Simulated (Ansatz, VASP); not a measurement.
## One calculation of CuI, two programs

The input POSCAR:

```
CuI
1.0
    0.0000000000      3.0708027586      3.0708027586
    3.0708027586      0.0000000000      3.0708027586
    3.0708027586      3.0708027586      0.0000000000
Cu I
1 1
Direct
    0.2500000000      0.2500000000      0.2500000000
    0.0000000000      0.0000000000      0.0000000000
```

Contents of INCAR.step1:

```
PREC     = Accurate       # precision mode
ENCUT    = 520            # plane-wave cutoff, eV
ISMEAR   = 0              # smearing method
SIGMA    = 0.02           # smearing width, eV
LREAL    = F              # projectors in reciprocal space
LASPH    = T              # aspherical terms in the spheres
NELM     = 100            # most SCF steps
NBANDS   = 16             # bands
GGA      = PE             # functional
ALGO     = Normal         # electronic algorithm
EDIFF    = 1E-4           # SCF threshold, eV
LWAVE    = T              # write WAVECAR
LCHARG   = F              # write CHGCAR
```

File INCAR.step2:

```
PREC     = Accurate       # precision mode
ENCUT    = 520            # plane-wave cutoff, eV
EDIFF    = 1E-6           # SCF threshold, eV
ISMEAR   = 0              # smearing method
SIGMA    = 0.02           # smearing width, eV
LREAL    = F              # projectors in reciprocal space
LASPH    = T              # aspherical terms in the spheres
NELM     = 100            # most SCF steps
ALGO     = Normal         # electronic algorithm
ISIF     = 2              # what is computed and relaxed
LWAVE    = F              # write WAVECAR
LCHARG   = F              # write CHGCAR
METAGGA  = R2SCAN         # meta-GGA
LMIXTAU  = T            
NBANDS   = 16             # bands
ISTART   = 1
```

Contents of KPOINTS:

```
regular mesh
0
Gamma
  8 8 8
```

Input for Ansatz:

```yaml
crystal:
  lattice:
    - [0.0, 3.0708027568, 3.0708027568]
    - [3.0708027568, 0.0, 3.0708027568]
    - [3.0708027568, 3.0708027568, 0.0]
  atoms:
    - { symbol: Cu, position: [0.25, 0.25, 0.25] }
    - { symbol: I, position: [0.0, 0.0, 0.0] }
basis:
  ecutwfc: 500
kpoints:
  mp_grid: { grid: [8, 8, 8] }
hamiltonian:
  xc: r2scan
scf:
  occupations: { method: gaussian, width: 0.02 }
output:
  forces: true
  stress: true
  eigenvalues: true
```

Alike in both runs: task single point; functional r2SCAN; k mesh 8 × 8 × 8; occupations gaussian, width 0.02 eV; no spin polarisation.

|  | VASP | Ansatz |
| --- | --- | --- |
| version | VASP 6.6.1 | Ansatz 0.2.0 |
| potentials or method | VASP PAW PBE potentials, release 64 (Cu, I), cutoff 520 eV | scalar-relativistic, plane waves, PAW |
| valence electrons in the cell | 18 | 36 |

Ansatz gave:

```
gap on the k mesh at the Fermi level (eV) : 1.50
least direct gap on the mesh (eV)         : 1.50
pressure (GPa)                            : -2.2
```

Which values does VASP return?

gap on the k mesh at the Fermi level (eV): 1.51; least direct gap on the mesh (eV): 1.51; pressure (GPa): -2.3.

VASP's potentials were made for PBE, not for r2SCAN. The functional is the same, so the differences come from potentials, cutoffs and numerics. VASP's potentials hold 18 valence electrons a cell and Ansatz's 36, so a difference there can come from the potentials and not from the codes.

Spin-orbit coupling is off throughout.
